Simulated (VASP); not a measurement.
Wanted: the native input for a VASP 6.6.1 run.

```yaml
Task: relaxation of cell and atoms
Functional: PBE
Potentials_or_basis: VASP PAW PBE potentials, release 64 (Br, Ca_sv)
Cutoff: 600 eV
k_mesh: 8 × 8 × 6
Occupations: fermi-dirac, width 0.05 eV
Spin: no spin polarisation
Target_pressure: 5 GPa
Dipole_correction: no
Further_INCAR_settings: ALGO = Normal; EDIFF = 1e-07; IBRION = 2; EDIFFG = -0.01; NSW = 60; ISIF = 3
```

The structure of CaBr lies in POSCAR:

```
CaBr
1.0
    3.9170223818      0.0000000000      0.0000000000
   -1.9585111909      3.3922408898      0.0000000000
    0.0000000000      0.0000000000      4.3410340000
Br Ca
1 1
Direct
    0.3333333333      0.6666666667      0.5000000000
    0.0000000000      0.0000000000      0.0000000000
```

These files were run (other wordings do the same):

INCAR

```
SYSTEM = CaBr
PREC = Accurate
ENCUT = 600
EDIFF = 1E-7
ISMEAR = -1
SIGMA = 0.05
LREAL = .FALSE.
LASPH = .TRUE.
NELM = 100
ALGO = Normal
ISIF = 3
LWAVE = .FALSE.
LCHARG = .FALSE.
GGA = PE
IBRION = 2
NSW = 60
EDIFFG = -0.01
PSTRESS = 50.0
```

KPOINTS

```
regular mesh
0
G
  8 8 6
  0 0 0
```

Potentials or basis: VASP PAW PBE potentials, release 64 (Br, Ca_sv).

Launch:

```sh
$ cat potpaw_PBE.64/Br/POTCAR potpaw_PBE.64/Ca_sv/POTCAR > POTCAR
$ mpirun -np 1 vasp_std > vasp.out
```

Results of the run:

```json
{
  "Relaxed volume": "25.01 Å³/atom",
  "Relaxed cell": "a = 3.732 Å, b = 3.732 Å, c = 4.148 Å, α = 90.00°, β = 90.00°, γ = 120.00°",
  "Space group after relaxing (to 0.1 Å)": "P-6m2 (No. 187)",
  "Energy change on relaxing (the run minimises the enthalpy)": "+55.1 meV/atom",
  "Ionic steps": "3",
  "Pressure after relaxing": "5.0 GPa",
  "Band gap on the k mesh": "zero (an odd number of electrons rules out a gap without spin polarisation)"
}
```

Caveat: the cell is relaxed towards a set pressure, so the run minimises the enthalpy, not the energy; an odd number of electrons without spin polarisation forces a metal; a magnetic or distorted state may lie lower.

Run time: 32 s on 1 thread of Intel(R) Xeon(R) 6975P-C (Granite Rapids), with other jobs on the host, peak memory 0.22 GiB.
